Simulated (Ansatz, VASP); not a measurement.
## NbTe in VASP and in Ansatz

File INCAR:

```
PREC     = Accurate       # precision mode
ENCUT    = 520            # plane-wave cutoff, eV
EDIFF    = 1E-6           # SCF threshold, eV
ISMEAR   = -1             # smearing method
SIGMA    = 0.05           # smearing width, eV
LREAL    = F              # projectors in reciprocal space
LASPH    = T              # aspherical terms in the spheres
NELM     = 100            # most SCF steps
ALGO     = Normal         # electronic algorithm
ISIF     = 2              # what is computed and relaxed
LWAVE    = F              # write WAVECAR
LCHARG   = F              # write CHGCAR
GGA      = CA             # functional
NBANDS   = 16             # bands
```

Contents of KPOINTS:

```
regular mesh
0
Gamma
  8 8 7
```

The input POSCAR:

```
NbTe
1.0
    3.6273822700      0.0000000000      0.0000000000
   -1.8136911350      3.1414051951      0.0000000000
    0.0000000000      0.0000000000      3.6187977783
Te Nb
1 1
Direct
    0.6666666667      0.3333333333      0.0000000000
    0.0000000000      0.0000000000      0.5000000000
```

The input input.yaml:

```yaml
crystal:
  lattice:
    - [3.62738227, 0.0, 0.0]
    - [-1.813691135, 3.1414051951, 0.0]
    - [0.0, 0.0, 3.6187977783]
  atoms:
    - { symbol: Te, position: [0.6666666667, 0.3333333333, 0.0] }
    - { symbol: Nb, position: [0.0, 0.0, 0.5] }
kpoints:
  mp_grid: { grid: [8, 8, 7] }
scf:
  occupations: { method: fermi_dirac, width: 0.05 }
hamiltonian:
  xc: lda
  pseudopotentials: { kind: all_electron, lapw: { basis_error: 0.001 } }
output:
  forces: true
  stress: true
  eigenvalues: true
```

Change from the starting cell: volume scaled by 0.94.

Alike in both runs: task single point; functional LDA; k mesh 8 × 8 × 7; occupations fermi-dirac, width 0.05 eV; no spin polarisation.

|  | VASP | Ansatz |
| --- | --- | --- |
| version | VASP 6.6.1 | Ansatz 0.2.0 |
| potentials or method | VASP PAW LDA potentials, release 64 (Te, Nb_sv), cutoff 520 eV | all-electron LAPW, scalar-relativistic |

```csv
,VASP,Ansatz,Ansatz less VASP
gap on the k mesh at the Fermi level (eV),none,none,-
pressure (GPa),0.2,0.2,+0.03
"traceless stress, the component that is largest in VASP (GPa)",1.00,1.04,+0.040
```

LDA's correlation is that of Perdew and Zunger in VASP and of Perdew and Wang (1992) in Ansatz. A gap of «none» marks a metal or a gap that the smearing closes. Ansatz ran all-electron here, and VASP with PAW potentials.

Neither program's run includes spin-orbit coupling.
